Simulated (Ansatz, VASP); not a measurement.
Two plane-wave programs on Sc5Al

Contents of INCAR:

```
ALGO = Normal
EDIFF = 1E-6
ENCUT = 520
GGA = PE
ISIF = 2
ISMEAR = 0
ISPIN = 2
LASPH = T
LCHARG = F
LMAXMIX = 4
LORBIT = 11
LREAL = F
LWAVE = F
MAGMOM = 1 1 1 1 1 0
NBANDS = 42
NELM = 150
PREC = Accurate
SIGMA = 0.1
```

Contents of KPOINTS:

```
k-points
0
Gamma
  6 6 1
```

The input POSCAR:

```
Sc5Al
1.0
    3.2321145260      0.0000000000      0.0000000000
   -1.6160572630      2.7990932874      0.0000000000
    0.0000000000      0.0000000000     15.4163964739
Sc Al
5 1
Direct
    0.0000000000      0.0000000000      0.0000000000
    0.3333333333      0.6666666667      0.8273010832
    0.6666666667      0.3333333333      0.6530230306
    0.3333333333      0.6666666667      0.3469769694
    0.6666666667      0.3333333333      0.1726989168
    0.0000000000      0.0000000000      0.5000000000
```

Input for Ansatz:

```yaml
crystal:
  lattice:
    - [3.232114526, 0.0, 0.0]
    - [-1.616057263, 2.7990932874, 0.0]
    - [0.0, 0.0, 15.4163964739]
  atoms:
    - { symbol: Sc, position: [0.0, 0.0, 0.0], spin: 1.0 }
    - { symbol: Sc, position: [0.3333333333, 0.6666666667, 0.8273010832], spin: 1.0 }
    - { symbol: Sc, position: [0.6666666667, 0.3333333333, 0.6530230306], spin: 1.0 }
    - { symbol: Sc, position: [0.3333333333, 0.6666666667, 0.3469769694], spin: 1.0 }
    - { symbol: Sc, position: [0.6666666667, 0.3333333333, 0.1726989168], spin: 1.0 }
    - { symbol: Al, position: [0.0, 0.0, 0.5] }
basis:
  ecutwfc: 420
kpoints:
  mp_grid: { grid: [6, 6, 1] }
hamiltonian:
  xc: pbe
scf:
  occupations: { method: gaussian, width: 0.1 }
  lower_state_search: "off"
output:
  forces: true
  stress: true
  eigenvalues: true
  populations: true
magnetization:
  spin_polarized: true
```

Alike in both runs: task single point; functional PBE; k mesh 6 × 6 × 1; occupations gaussian, width 0.1 eV; collinear spin.

```csv
,VASP,Ansatz
version,VASP 6.6.1,Ansatz 0.2.0
potentials or method,"VASP PAW PBE potentials, release 64 (Sc_sv, Al), cutoff 520 eV","scalar-relativistic, plane waves, PAW"
valence electrons in the cell,58,58
```

Ansatz gave:

| Property | Result |
| --- | --- |
| gap on the k mesh at the Fermi level (eV) | none |
| pressure (GPa) | 0.3 |
| rms of the force components (eV/Å) | 0.023 |
| net moment per atom (μB) | 0.00 |

Q: What did VASP give for the same quantities?

A: gap on the k mesh at the Fermi level (eV): none; pressure (GPa): 0.4; rms of the force components (eV/Å): 0.023; net moment per atom (μB): 0.00.

Atom by atom the forces differ by 0.000 eV/Å (rms over components). A gap of «none» marks a metal or a gap that the smearing closes. With one functional, cell and mesh, what is left measures potentials, basis and numerics. Ansatz's warnings: seeded moment not kept.

The k mesh is coarse, so the values compare programs but aren't converged.
